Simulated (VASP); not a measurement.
# TiTe2 (P-3m1) in VASP: notebook, part 3 of 3

VASP 6.6.1.

## Step 6: Electric field gradients, PBEsol (volume scaled by 1.04)

Input file INCAR:

```
SYSTEM = TiTe2
ALGO = Normal
EDIFF = 1E-8
ENCUT = 520
GGA = PS
ISIF = 2
ISMEAR = -1
LASPH = .TRUE.
LCHARG = .FALSE.
LEFG = .TRUE.
LREAL = .FALSE.
LWAVE = .FALSE.
NBANDS = 19
NELM = 60
PREC = Accurate
SIGMA = 0.03
```

Input file KPOINTS:

```
k-points
0
G
  13 13 7
  0 0 0
```

Input file POSCAR:

```
TiTe2
1.0
    3.8267039675      0.0000000000      0.0000000000
   -1.9133519838      3.3140228486      0.0000000000
    0.0000000000      0.0000000000      6.5835098060
Ti Te
1 2
Direct
    0.0000000000      0.0000000000      0.0000000000
    0.6666666667      0.3333333333      0.2628000000
    0.3333333333      0.6666666667      0.7372000000
```

Potentials or basis: VASP PAW PBE potentials, release 64 (Ti_sv, Te).

Launch:

```bash
$ cat potpaw_PBE.64/Ti_sv/POTCAR potpaw_PBE.64/Te/POTCAR > POTCAR
$ mpirun -np 1 vasp_std > vasp.out
```

OUTCAR:

```text
SYSTEM = TiTe2
   EDIFF = 1E-8
   ENCUT = 520
   GGA = PS
   ISIF = 2
   ISMEAR = -1
   LASPH = .TRUE.
   LREAL = .FALSE.
   NELM = 60
   PREC = Accurate

 ion  position               nearest neighbor table
   1  0.000  0.000  0.000-   2 2.81   3 2.81   2 2.81   3 2.81   2 2.81   3 2.81
   2  0.667  0.333  0.263-   1 2.81   1 2.81   1 2.81
   3  0.333  0.667  0.737-   1 2.81   1 2.81   1 2.81

  LATTYP: Found a hexagonal cell.
 ALAT       =     3.8267039675
 C/A-ratio  =     1.7204126219

  Lattice vectors:

 A1 = (   3.8267039675,   0.0000000000,   0.0000000000)
 A2 = (  -1.9133519838,   3.3140228486,   0.0000000000)
 A3 = (   0.0000000000,   0.0000000000,   6.5835098060)

Analysis of symmetry for initial positions (statically):
=====================================================================
 Subroutine PRICEL returns:
 Original cell was already a primitive cell.

 Routine SETGRP: Setting up the symmetry group for a
 hexagonal supercell.

 Subroutine GETGRP returns: Found 12 space group operations
 (whereof 12 operations were pure point group operations)
 out of a pool of 24 trial point group operations.

The static configuration has the point symmetry D_3d.

Analysis of symmetry for dynamics (positions and initial velocities):
=====================================================================
 Subroutine PRICEL returns:
 Original cell was already a primitive cell.

 Routine SETGRP: Setting up the symmetry group for a
 hexagonal supercell.

 Subroutine GETGRP returns: Found 12 space group operations
 (whereof 12 operations were pure point group operations)
 out of a pool of 24 trial point group operations.

The dynamic configuration has the point symmetry D_3d.

 Subroutine INISYM returns: Found 12 space group operations
 (whereof 12 operations are pure point group operations),
 and found     1 'primitive' translations

----------------------------------------------------------------------------------------

                                     Primitive cell

  volume of cell :      83.4907

  direct lattice vectors                    reciprocal lattice vectors
     3.826703967  0.000000000  0.000000000     0.261321495  0.150874035  0.000000000
    -1.913351984  3.314022849  0.000000000     0.000000000  0.301748070  0.000000000
     0.000000000  0.000000000  6.583509806     0.000000000  0.000000000  0.151894662

  length of vectors
     3.826703967  3.826703968  6.583509806     0.301748070  0.301748070  0.151894662

  position of ions in fractional coordinates (direct lattice)
     0.000000000  0.000000000  0.000000000
     0.666666667  0.333333333  0.262800000
     0.333333333  0.666666667  0.737200000

  ion indices of the primitive-cell ions
   primitive index   ion index
                 1           1
                 2           2
                 3           3

----------------------------------------------------------------------------------------

 KPOINTS: k-points
[... 77 lines left out ...]
   TEBEG  =    0.0;   TEEND  =   0.0 temperature during run
   PSTRESS=    0.0 pullay stress
   NELECT =      24.0000    total number of electrons
   NUPDOWN=      -1.0000    fix difference up-down
   EMIN   =  10.00;   EMAX   =-10.00  energy-range for DOS
   EFERMI =   0.00;   METHOD = LEGACY
   ISMEAR =    -1;   SIGMA  =   0.03  broadening in eV -4-tet -1-fermi 0-gaus
   EFERMI_NEDOS =   21; number of points for ismear=-14 and -15
   IALGO  =     38    algorithm
   IMIX   =      4    mixing-type and parameters
     AMIX     =   0.40;   BMIX     =  1.00
     AMIX_MAG =   1.60;   BMIX_MAG =  1.00
  volume/ion in A,a.u.               =      27.83       187.81
  Fermi-wavevector in a.u.,A,eV,Ry     =   1.080437  2.041729 15.882670  1.167343
  Thomas-Fermi vector in A             =   2.216428
   LORBIT       =      0    0 simple, 1 ext, 2 COOP (PROOUT), +10 PAW based schemes
   GGA     = PS    functional components
   LHFCALC =     F    Hartree Fock is set to
   AEXX    =    0.0000 exact exchange contribution
   IVDW    =     0    specifies the selected vdW correction
   LEPSILON=     F    determine dielectric tensor
   LRPA    =     F    only Hartree local field effects (RPA)
 non-spin polarized calculation
  energy-cutoff  :      520.00
  volume of cell :       83.49
 maximum number of plane-waves:      2273
   NGX = 15   NGY = 15   NGZ = 25

 number of electron      23.9999995 magnetization

 Free energy of the ion-electron system (eV)
  ---------------------------------------------------
  ext. energy  EPLUGINS =         0.00000000
  ---------------------------------------------------
  free energy    TOTEN  =       -17.44728925 eV

  energy without entropy =      -17.44340342  energy(sigma->0) =      -17.44534633

 E-fermi :   6.2461     XC(G=0):  -9.8297

 val. band max:        6.2436699545   @ k =   0.0000   0.4615   0.1429
 cond. band min:       6.2760165431   @ k =   0.3077   0.0000   0.4286
 fundamental gap:      0.0323465886
 Fermi energy:         6.2460788255

 k-point     1 :       0.0000    0.0000    0.0000
  band No.  band energies     occupation
      1     -51.1137      2.00000
      2     -27.4641      2.00000
      3     -27.4641      2.00000
      4     -27.4146      2.00000
      5      -5.9710      2.00000
      6      -4.5780      2.00000
[... 505 lines left out ...]
      6      -4.6389      2.00000
[... 11 lines left out ...]
     18      11.7187      0.00000
     19      12.3888      0.00000

 [... further k-points ...]

------------------------ aborting loop because EDIFF is reached ----------------------------------------

  FORCE on cell =-STRESS in cart. coord.  units (eV):
  Direction    XX          YY          ZZ          XY          YZ          ZX
  --------------------------------------------------------------------------------------
  -------------------------------------------------------------------------------------
  Total       -2.4084394     -2.4084394     -2.0107446      0.0000000     -0.0000000      0.0000000
  in kB      -46.2177135    -46.2177135    -38.5859894      0.0000000     -0.0000000      0.0000000
  external PRESSURE =     -43.6738055 kB  Pullay stress =       0.0000000 kB

 VOLUME and BASIS-vectors are now :
 -----------------------------------------------------------------------------
  energy-cutoff  :      520.00
  volume of cell :       83.49
      direct lattice vectors                 reciprocal lattice vectors
     3.826703967  0.000000000  0.000000000     0.261321495  0.150874035  0.000000000
    -1.913351984  3.314022849  0.000000000     0.000000000  0.301748070  0.000000000
     0.000000000  0.000000000  6.583509806     0.000000000  0.000000000  0.151894662

 POSITION                                       TOTAL-FORCE (eV/Angst)
 -----------------------------------------------------------------------------------
      0.00000      0.00000      0.00000        -0.000000      0.000000      0.000000
      1.91335      1.10467      1.73015         0.000000     -0.000000     -0.401516
     -0.00000      2.20935      4.85336        -0.000000      0.000000      0.401516
 -----------------------------------------------------------------------------------
    total drift:                                0.000000     -0.000000      0.000000

  FREE ENERGIE OF THE ION-ELECTRON SYSTEM (eV)
  ---------------------------------------------------
  free  energy   TOTEN  =       -17.4472892475 eV

  energy  without entropy=      -17.4434034221  energy(sigma->0) =      -17.44534633

 Electric field gradients (V/A^2)
---------------------------------------------------------------------
 ion       V_xx      V_yy      V_zz      V_xy      V_xz      V_yz
---------------------------------------------------------------------
   1      13.275    13.276   -26.551     0.001     0.000    -0.000
   2      30.264    30.264   -60.528     0.000     0.000    -0.000
   3      30.264    30.264   -60.528     0.000     0.000    -0.000
---------------------------------------------------------------------

 Electric field gradients after diagonalization (V/A^2)
 (convention: |V_zz| > |V_xx| > |V_yy|)
----------------------------------------------------------------------
 ion       V_xx      V_yy      V_zz     asymmetry (V_yy - V_xx)/ V_zz
----------------------------------------------------------------------
   1      13.277    13.274   -26.551       0.000
   2      30.264    30.264   -60.528       0.000
   3      30.264    30.264   -60.528       0.000
----------------------------------------------------------------------

           NMR quadrupolar parameters

 Cq : quadrupolar parameter    Cq=e*Q*V_zz/h
 eta: asymmetry parameters     (V_yy - V_xx)/ V_zz
 Q  : nuclear electric quadrupole moment in mb (millibarn)
----------------------------------------------------------------------
 ion       Cq(MHz)       eta       Q (mb)
----------------------------------------------------------------------
   1      -0.064       0.000       1.000
   2      -0.146       0.000       1.000
   3      -0.146       0.000       1.000
----------------------------------------------------------------------
```

stdout:

```text
POSCAR found type information on POSCAR TiTe
 POSCAR found :  2 types and       3 ions
 scaLAPACK will be used
 -----------------------------------------------------------------------------
|                                                                             |
|                                                                             |
|     You enforced a specific xc type in the INCAR file but a different       |
|     I HOPE YOU KNOW WHAT YOU ARE DOING!                                     |
|                                                                             |
 -----------------------------------------------------------------------------

 LDA part: xc-table for (Slater+PW92), standard interpolation
 POSCAR, INCAR and KPOINTS ok, starting setup
 FFT: planning ... GRIDC
 FFT: planning ... GRID_SOFT
 FFT: planning ... GRID
 WAVECAR not read
 entering main loop
ion   1

ion   2

ion   3
```

Run time: 3.6 min. Hardware: 1 thread of Intel Xeon Platinum 8488C (Sapphire Rapids), shared host; peak memory 0.33 GiB.

What came out:

| Quantity | Value |
| --- | --- |
| Free energy | -17.4473 eV |
| Pressure | -4.4 GPa |
| Largest force | 0.402 eV/Å |
| Band gap on the k mesh | zero (band 12 reaches 6.60 eV, above the bottom of band 13 at 5.99 eV) |

Forces in eV/Å, atoms in the order of the input:
```
Ti   0.000  0.000  0.000
Te   0.000  0.000 -0.402
Te   0.000  0.000  0.402
```

Electric field gradients, principal values (V/Å²):
```
atom   least  middle  greatest (by size)
1 Ti  13.274  13.277             -26.551
2 Te  30.264  30.264             -60.528
3 Te  30.264  30.264             -60.528
```

Caveat: without QUAD_EFG the Cq values of the log hold for a quadrupole moment of 1 mb, not for the nuclei; the PAW data sets were made with another functional, which shifts forces and pressure a little; spin-orbit coupling is left out, which moves the levels of the heavy elements; this functional lacks dispersion, which binds the layers, so the pressure and a relaxed spacing across them are unreliable.

## Step 7: Overview

| cell | gap on the mesh (eV) | pressure (GPa) | largest force (eV/Å) |
| --- | --- | --- | --- |
| a = 3.700, b = 3.700, c = 6.365 Å, angles 90.0, 90.0, 120.0°, 3 atoms | none | 2.0 | 0.47 |
| a = 3.851, b = 3.851, c = 6.625 Å, angles 90.0, 90.0, 120.0°, 3 atoms | none | -5.3 | 0.54 |
| a = 3.726, b = 3.726, c = 6.410 Å, angles 90.0, 90.0, 120.0°, 3 atoms | none | 0.4 | 0.27 |
| a = 3.764, b = 3.764, c = 6.476 Å, angles 90.0, 90.0, 120.0°, 3 atoms | none | -1.6 | 0.01 |
| a = 3.827, b = 3.827, c = 6.584 Å, angles 90.0, 90.0, 120.0°, 3 atoms | none | -4.4 | 0.40 |

Alike in all rows: task electric field gradients; level PBEsol; potentials or basis VASP PAW PBE potentials, release 64 (Ti_sv, Te); no spin polarisation; k mesh 13 × 13 × 7; cutoff (eV) 520; smearing fermi-dirac 0.03 eV.

Caveats: the PAW data sets were made with another functional, which shifts forces and pressure a little; spin-orbit coupling is left out, which moves the levels of the heavy elements; this functional lacks dispersion, which binds the layers, so the pressure and a relaxed spacing across them are unreliable.

Absolute energies hang on the potentials; compare differences alone.
